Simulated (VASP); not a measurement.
Input of a VASP 6.6.1 run:

File INCAR:

```
PREC     = Accurate       # precision mode
ENCUT    = 520            # plane-wave cutoff, eV
EDIFF    = 1E-6           # SCF threshold, eV
ISMEAR   = 0              # smearing method
SIGMA    = 0.05           # smearing width, eV
LREAL    = False          # projectors in reciprocal space
LASPH    = True           # aspherical terms in the spheres
NELM     = 100            # most SCF steps
ALGO     = Normal         # electronic algorithm
ISIF     = 2              # what is computed and relaxed
LWAVE    = False          # write WAVECAR
LCHARG   = True           # write CHGCAR
GGA      = PE             # functional
LELF     = True           # ELF
LVHAR    = True         
NBANDS   = 17             # bands
```

File KPOINTS:

```
regular mesh
0
Gamma
  12 12 6
```

POSCAR

```
Sr
1.0
    4.2703746151      0.0000000000      0.0000000000
   -2.1351873075      3.6982529003      0.0000000000
    0.0000000000      0.0000000000      7.0174248824
Sr
2
Direct
    0.3333333333      0.6666666667      0.7500000000
    0.6666666667      0.3333333333      0.2500000000
```

Potentials or basis: VASP PAW PBE potentials, release 64 (Sr_sv).

Launch:

```console
$ cat potpaw_PBE.64/Sr_sv/POTCAR > POTCAR
$ mpirun -np 1 vasp_std > vasp.out
```

Question: What does it give for the band gap on the k mesh?

Answer: Zero (bands 10 and 11 overlap by 0.28 eV).

Question: Estimate the pressure.

Answer: 0.0 GPa.
